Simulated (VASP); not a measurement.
Write the native input for VASP 6.6.1 that does the following.

```
Task                   : single point
Functional             : PBEsol
Potentials or basis    : VASP PAW PBE potentials, release 64 (Mg, S)
Cutoff                 : 520 eV
k mesh                 : 6 × 6 × 4
Occupations            : gaussian, width 0.02 eV
Spin                   : no spin polarisation
Dipole correction      : no
Further INCAR settings : ALGO = Normal; EDIFF = 1e-06; NBANDS = 16
```

The structure of MgS lies in POSCAR:

```
MgS
1.0
    3.9079269772      0.0000000000      0.0000000000
   -1.9539634886      3.3843640384      0.0000000000
    0.0000000000      0.0000000000      6.6169084867
Mg S
2 2
Direct
    0.6666666667      0.3333333333      0.5030318529
    0.3333333333      0.6666666667      1.0030318529
    0.3333333333      0.6666666667      0.3719671471
    0.6666666667      0.3333333333      0.8719671471
```

This cell differs from its parent crystal: biaxial strain in the a-b plane: -3.0 %, then relaxed in part.

One way to write it, as run:

INCAR

```
PREC = Accurate
ENCUT = 520
EDIFF = 1E-6
ISMEAR = 0
SIGMA = 0.02
LREAL = F
LASPH = T
NELM = 60
ALGO = Normal
ISIF = 2
LWAVE = F
LCHARG = T
GGA = PS
LELF = T
LVHAR = T
NBANDS = 16
```

KPOINTS

```
regular mesh
0
Gamma
  6 6 4
```

Potentials or basis: VASP PAW PBE potentials, release 64 (Mg, S).

Launch:

```bash
$ cat potpaw_PBE.64/Mg/POTCAR potpaw_PBE.64/S/POTCAR > POTCAR
$ mpirun -np 1 vasp_std > vasp.out
```

It gave:

```json
{
 "Pressure": "1.8 GPa",
 "Band gap on the k mesh": "3.41 eV, direct"
}
```

Caveat: the cell differs from its parent crystal (biaxial strain in the a-b plane: -3.0 %, then relaxed in part); the PAW data sets were made with another functional, which shifts forces and pressure a little.

It took 14 s on 1 thread of Intel(R) Xeon(R) 6975P-C (Granite Rapids) (shared host), peak memory 0.2 GiB.
